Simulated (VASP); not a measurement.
# MgO (P1) in VASP: further runs

The runs below take MgO through single point, with PBE.

Everything below comes from runs of VASP 6.6.1. Logs are shortened: lines on timing, memory, paths and dates and some standing lists are left out, and cuts for length are marked.

## Step 1: The cell of the first run

The typed cell holds 16 atoms: a = 5.997 Å, b = 5.997 Å, c = 5.997 Å, α = 60.00°, β = 60.00°, γ = 60.00°.

## Step 2: Single point, PBE

The input, INCAR:

```
ALGO     = Normal         # electronic algorithm
EDIFF    = 1E-6           # SCF threshold, eV
ENCUT    = 520            # plane-wave cutoff, eV
GGA      = PE             # functional
ISIF     = 2              # what is computed and relaxed
ISMEAR   = -1             # smearing method
LASPH    = True           # aspherical terms in the spheres
LCHARG   = False          # write CHGCAR
LREAL    = Auto         
LWAVE    = False          # write WAVECAR
NBANDS   = 46             # bands
NELM     = 80             # most SCF steps
PREC     = Accurate       # precision mode
SIGMA    = 0.05           # smearing width, eV
```

The input, KPOINTS:

```
k-points
0
Gamma
  2 2 2
```

The input, POSCAR:

```
MgO
1.0
    0.0000000000      4.2407880000      4.2407880000
    4.2407880000      0.0000000000      4.2407880000
    4.2407880000      4.2407880000      0.0000000000
Mg O
8 8
Direct
    0.0044213481      0.0270350699     -0.0317040135
    0.0124976773      0.0046217826      0.4787789439
   -0.0088898573      0.5200212791      0.0006130936
    0.0163295123      0.5025599016      0.4790029589
    0.4897085164     -0.0057182769      0.0029829362
    0.5048472124     -0.0221539016      0.5089738039
    0.4798400675      0.5069576692     -0.0063903218
    0.4992822089      0.4614354691      0.4906281568
    0.2449780560      0.2484208124      0.2537028496
    0.2591971115      0.2478548798      0.7442956356
    0.2524648721      0.7429161750      0.2442588500
    0.2551058907      0.7606487285      0.7337197709
    0.7582435151      0.2378921087      0.2530072241
    0.7297818236      0.2275638396      0.7651997695
    0.7450502124      0.7423620327      0.2557543551
    0.7463943022      0.7359009693      0.7459462722
```

Potentials or basis: VASP PAW PBE potentials, release 64 (Mg, O).

Command:

```
cat potpaw_PBE.64/Mg/POTCAR potpaw_PBE.64/O/POTCAR > POTCAR
mpirun -np 1 vasp_std > vasp.out
```

OUTCAR:

```text
EDIFF = 1E-6
   ENCUT = 520
   GGA = PE
   ISIF = 2
   ISMEAR = -1
   LASPH = True
   LREAL = Auto
   NELM = 80
   PREC = Accurate

 ion  position               nearest neighbor table
   1  0.004  0.027  0.968-  10 2.02  14 2.05  13 2.11  12 2.13  11 2.23  15 2.31   6 2.89   4 2.89
                             5 2.92   2 2.98   3 2.99   7 2.99   3 3.02   7 3.02   2 3.02   5 3.09
   2  0.012  0.005  0.479-   9 2.02  13 2.04  11 2.11  12 2.11  14 2.17  16 2.27   5 2.86   8 2.92
                             6 2.97   1 2.98   3 2.98   4 3.00   4 3.00   1 3.02   3 3.02   6 3.04
   3  0.991  0.520  0.001-  15 2.03  16 2.13  12 2.14   9 2.15  13 2.19  10 2.24   7 2.87   4 2.90
                             5 2.93   8 2.97   2 2.98   1 2.99   1 3.02   2 3.02   8 3.07   5 3.07
   4  0.016  0.503  0.479-  11 2.02   9 2.04  15 2.10  16 2.13  10 2.16  14 2.38   8 2.82   7 2.85
                             1 2.89   3 2.90   6 2.96   2 3.00   2 3.00   6 3.04   1 3.10   3 3.11
   5  0.490  0.994  0.003-  14 2.01  11 2.07  10 2.08   9 2.14  15 2.15  16 2.19   2 2.86   1 2.92
                             3 2.93   8 2.94   6 2.97   7 2.98   7 3.02   6 3.03   8 3.07   3 3.07
   6  0.505  0.978  0.509-  12 1.98  16 2.03  15 2.07  10 2.15  13 2.18   9 2.19   8 2.83   7 2.87
                             1 2.89   4 2.96   2 2.97   5 2.97   5 3.03   2 3.04   4 3.04   1 3.13
   7  0.480  0.507  0.994-  12 2.06  11 2.07   9 2.10  16 2.10  14 2.16  13 2.28   4 2.85   6 2.87
                             3 2.87   8 2.91   5 2.98   1 2.99   5 3.02   1 3.02   8 3.10   3 3.13
   8  0.499  0.461  0.491-  10 1.93  13 1.96  11 2.10  14 2.15  15 2.24  12 2.31   4 2.82   6 2.83
                             7 2.91   2 2.92   5 2.94   3 2.97   5 3.07   3 3.07   2 3.10   7 3.10
   9  0.245  0.248  0.254-   2 2.02   4 2.04   7 2.10   5 2.14   3 2.15   6 2.19
  10  0.259  0.248  0.744-   8 1.93   1 2.02   5 2.08   6 2.15   4 2.16   3 2.24
  11  0.252  0.743  0.244-   4 2.02   7 2.07   5 2.07   8 2.10   2 2.11   1 2.23
  12  0.255  0.761  0.734-   6 1.98   7 2.06   2 2.11   1 2.13   3 2.14   8 2.31
  13  0.758  0.238  0.253-   8 1.96   2 2.04   1 2.11   6 2.18   3 2.19   7 2.28
  14  0.730  0.228  0.765-   5 2.01   1 2.05   8 2.15   7 2.16   2 2.17   4 2.38
  15  0.745  0.742  0.256-   3 2.03   6 2.07   4 2.10   5 2.15   8 2.24   1 2.31
  16  0.746  0.736  0.746-   6 2.03   7 2.10   4 2.13   3 2.13   5 2.19   2 2.27

  LATTYP: Found a face centered cubic cell.
 ALAT       =     8.4815760000

  Lattice vectors:

 A1 = (   0.0000000000,   4.2407880000,   4.2407880000)
 A2 = (   4.2407880000,   0.0000000000,   4.2407880000)
 A3 = (   4.2407880000,   4.2407880000,   0.0000000000)

Analysis of symmetry for initial positions (statically):
=====================================================================
 Subroutine PRICEL returns:
 Original cell was already a primitive cell.

 Routine SETGRP: Setting up the symmetry group for a
 face centered cubic supercell.

 Subroutine GETGRP returns: Found  1 space group operations
 (whereof  1 operations were pure point group operations)
 out of a pool of 48 trial point group operations.

The static configuration has the point symmetry C_1 .

Analysis of symmetry for dynamics (positions and initial velocities):
=====================================================================
 Subroutine PRICEL returns:
 Original cell was already a primitive cell.

 Routine SETGRP: Setting up the symmetry group for a
 face centered cubic supercell.

 Subroutine GETGRP returns: Found  1 space group operations
 (whereof  1 operations were pure point group operations)
 out of a pool of 48 trial point group operations.

The dynamic configuration has the point symmetry C_1 .

 Subroutine INISYM returns: Found  1 space group operations
 (whereof  1 operations are pure point group operations),
 and found     1 'primitive' translations

----------------------------------------------------------------------------------------

                                     Primitive cell

  volume of cell :     152.5351

  direct lattice vectors                    reciprocal lattice vectors
     0.000000000  4.240788000  4.240788000    -0.117902616  0.117902616  0.117902616
     4.240788000  0.000000000  4.240788000     0.117902616 -0.117902616  0.117902616
     4.240788000  4.240788000  0.000000000     0.117902616  0.117902616 -0.117902616

  length of vectors
     5.997379905  5.997379905  5.997379905     0.204213322  0.204213322  0.204213322

  position of ions in fractional coordinates (direct lattice)
     0.004421348  0.027035070  0.968295987
     0.012497677  0.004621783  0.478778944
     0.991110143  0.520021279  0.000613094
     0.016329512  0.502559902  0.479002959
     0.489708516  0.994281723  0.002982936
     0.504847212  0.977846098  0.508973804
[... 8 lines left out ...]
     0.745050212  0.742362033  0.255754355
[... 33 lines left out ...]
     0.058951308 -0.058951308  0.058951308     0.000000000  0.500000000  0.000000000
     0.058951308  0.058951308 -0.058951308     0.000000000  0.000000000  0.500000000

  Length of vectors
     0.102106661  0.102106661  0.102106661

  Shift w.r.t. Gamma in fractional coordinates (k-lattice)
     0.000000000  0.000000000  0.000000000

 Subroutine IBZKPT returns following result:
 ===========================================

 Found      8 irreducible k-points:

 Following reciprocal coordinates:
            Coordinates               Weight
  0.000000  0.000000  0.000000      1.000000
  0.500000  0.000000  0.000000      1.000000
  0.000000  0.500000  0.000000      1.000000
  0.000000  0.000000  0.500000      1.000000
  0.500000  0.500000  0.500000      1.000000
  0.500000  0.500000  0.000000      1.000000
  0.000000  0.500000  0.500000      1.000000
  0.500000  0.000000  0.500000      1.000000
   k-points           NKPTS =      8   k-points in BZ     NKDIM =      8   number of bands    NBANDS=     46
   number of dos      NEDOS =    301   number of ions     NIONS =     16
   total plane-waves  NPLWV = 110592
   dimension x,y,z NGX =    48 NGY =   48 NGZ =   48
   dimension x,y,z NGXF=    96 NGYF=   96 NGZF=   96
   ions per type =               8   8
   NGX,Y,Z   is equivalent  to a cutoff of  13.31, 13.31, 13.31 a.u.
   NGXF,Y,Z  is equivalent  to a cutoff of  26.61, 26.61, 26.61 a.u.
 SYSTEM =  unknown system
   PREC   = accura    normal or accurate (medium, high low for compatibility)
   ISTART =      0    job   : 0-new  1-cont  2-samecut
   ICHARG =      2    charge: 1-file 2-atom 10-const
   ISPIN  =      1    spin polarized calculation?
   LNONCOLLINEAR =      F non collinear calculations
   LSORBIT =      F    spin-orbit coupling
   LASPH  =      T    aspherical Exc in radial PAW
   ENCUT  =  520.0 eV  38.22 Ry    6.18 a.u.  11.15 11.15 11.15*2*pi/ulx,y,z
   NELM   =     80;   NELMIN=  2; NELMDL= -5     # of ELM steps
   EDIFF  = 0.1E-05   stopping-criterion for ELM
   LREAL  =      T    real-space projection
   EDIFFG = 0.1E-04   stopping-criterion for IOM
   NSW    =      0    number of steps for IOM
   IBRION =     -1    ionic relax: 0-MD 1-quasi-New 2-CG
   NFREE  =      0    steps in history (QN), initial steepest desc. (CG)
   ISIF   =      2    stress and relaxation
   ISYM   =      2    0-nonsym 1-usesym 2-fastsym
   POTIM  = 0.5000    time-step for ionic-motion
   TEBEG  =    0.0;   TEEND  =   0.0 temperature during run
   PSTRESS=    0.0 pullay stress
   NELECT =      64.0000    total number of electrons
   NUPDOWN=      -1.0000    fix difference up-down
   EMIN   =  10.00;   EMAX   =-10.00  energy-range for DOS
   EFERMI =   0.00;   METHOD = LEGACY
   ISMEAR =    -1;   SIGMA  =   0.05  broadening in eV -4-tet -1-fermi 0-gaus
   EFERMI_NEDOS =   21; number of points for ismear=-14 and -15
   IALGO  =     38    algorithm
   IMIX   =      4    mixing-type and parameters
     AMIX     =   0.40;   BMIX     =  1.00
     AMIX_MAG =   1.60;   BMIX_MAG =  1.00
  volume/ion in A,a.u.               =       9.53        64.33
  Fermi-wavevector in a.u.,A,eV,Ry     =   1.225589  2.316028 20.436888  1.502069
  Thomas-Fermi vector in A             =   2.360622
   LORBIT       =      0    0 simple, 1 ext, 2 COOP (PROOUT), +10 PAW based schemes
   GGA     = PE    functional components
   LHFCALC =     F    Hartree Fock is set to
   AEXX    =    0.0000 exact exchange contribution
   IVDW    =     0    specifies the selected vdW correction
   LEPSILON=     F    determine dielectric tensor
   LRPA    =     F    only Hartree local field effects (RPA)
 non-spin polarized calculation
  energy-cutoff  :      520.00
  volume of cell :      152.54
 maximum number of plane-waves:      4111
 NGX is ok and might be reduce to    48
   NGX = 23   NGY = 23   NGZ = 23

 number of electron      63.9999998 magnetization

 Free energy of the ion-electron system (eV)
  ---------------------------------------------------
  ext. energy  EPLUGINS =         0.00000000
  ---------------------------------------------------
  free energy    TOTEN  =       -94.33695291 eV

  energy without entropy =      -94.33695291  energy(sigma->0) =      -94.33695291

 E-fermi :   4.3523     XC(G=0): -10.9692

 val. band max:        3.2415706580   @ k =   0.0000   0.0000   0.0000
 cond. band min:       7.5066894753   @ k =   0.0000   0.0000   0.0000
 fundamental gap:      4.2651188173
 Fermi energy:         4.3522886547

 k-point     1 :       0.0000    0.0000    0.0000
  band No.  band energies     occupation
      1     -14.2022      2.00000
      2     -13.1823      2.00000
      3     -13.0927      2.00000
      4     -12.9337      2.00000
      5     -12.8942      2.00000
      6     -12.5668      2.00000
[... 365 lines left out ...]
     43      14.4485      0.00000
     44      14.4640      0.00000
 [bands above 44 left out]

------------------------ aborting loop because EDIFF is reached ----------------------------------------

  FORCE on cell =-STRESS in cart. coord.  units (eV):
  Direction    XX          YY          ZZ          XY          YZ          ZX
  --------------------------------------------------------------------------------------
  -------------------------------------------------------------------------------------
  Total        2.3207854      2.1274019      5.0492943      0.0714400      0.2806408     -0.3957906
  in kB       24.3767542     22.3455186     53.0361001      0.7503823      2.9477567     -4.1572521
  external PRESSURE =      33.2527910 kB  Pullay stress =       0.0000000 kB

 VOLUME and BASIS-vectors are now :
 -----------------------------------------------------------------------------
  energy-cutoff  :      520.00
  volume of cell :      152.54
      direct lattice vectors                 reciprocal lattice vectors
     0.000000000  4.240788000  4.240788000    -0.117902616  0.117902616  0.117902616
     4.240788000  0.000000000  4.240788000     0.117902616 -0.117902616  0.117902616
     4.240788000  4.240788000  0.000000000     0.117902616  0.117902616 -0.117902616

 POSITION                                       TOTAL-FORCE (eV/Angst)
 -----------------------------------------------------------------------------------
      4.22099      4.12509      0.13340         0.339833      0.145367     -1.305658
      2.05000      2.08340      0.07260         0.414485      0.278859     -0.978953
      2.20790      4.20569      6.40839        -0.535011     -0.397164     -0.304663
      4.16260      2.10060      2.20050         0.914744     -0.509862     -1.000054
      4.22919      2.08940      6.29329        -0.213449      0.661239      0.408694
      6.30529      4.29940      6.28779        -0.720162     -0.327597      0.706079
[... 8 lines left out ...]
      4.23280      4.24420      6.30780        -0.384721     -0.107655      0.146168
      6.28420      6.32870      6.28610         0.171957      0.601136      0.270700
 -----------------------------------------------------------------------------------
    total drift:                                0.006640     -0.003042      0.001049

  FREE ENERGIE OF THE ION-ELECTRON SYSTEM (eV)
  ---------------------------------------------------
  free  energy   TOTEN  =       -94.3369529093 eV

  energy  without entropy=      -94.3369529092  energy(sigma->0) =      -94.33695291
```

Run time: 84 s. Hardware: 1 thread of Intel Xeon Platinum 8559C (Emerald Rapids), shared host; peak memory 0.32 GiB.

What came out:

| Item | Value |
| --- | --- |
| Free energy | -94.3370 eV |
| Pressure | 3.3 GPa |
| Largest force | 2.389 eV/Å |
| Band gap on the k mesh | 4.27 eV, direct |

Forces on the atoms (eV/Å):
```
Mg   0.340  0.145 -1.306
Mg   0.414  0.279 -0.979
Mg  -0.535 -0.397 -0.305
Mg   0.915 -0.510 -1.000
Mg  -0.213  0.661  0.409
Mg  -0.720 -0.328  0.706
Mg  -1.014  0.600  0.428
Mg   1.380  0.690  1.823
O   -0.114 -0.217  0.336
O    0.127 -0.563 -0.935
O    0.017 -0.167  0.195
O    0.252 -0.067 -1.175
O   -0.560 -0.618  0.118
O   -0.077 -0.003  1.267
O   -0.385 -0.108  0.146
O    0.172  0.601  0.271
```

Caveat: the k points lie up to 0.64 Å⁻¹ apart; forces of over 1 eV/Å act on the atoms, so gaps and moduli don't describe the material at rest. PBE gaps usually lie below the measured ones, often by a third to a half.

[end of part 1 of 2]
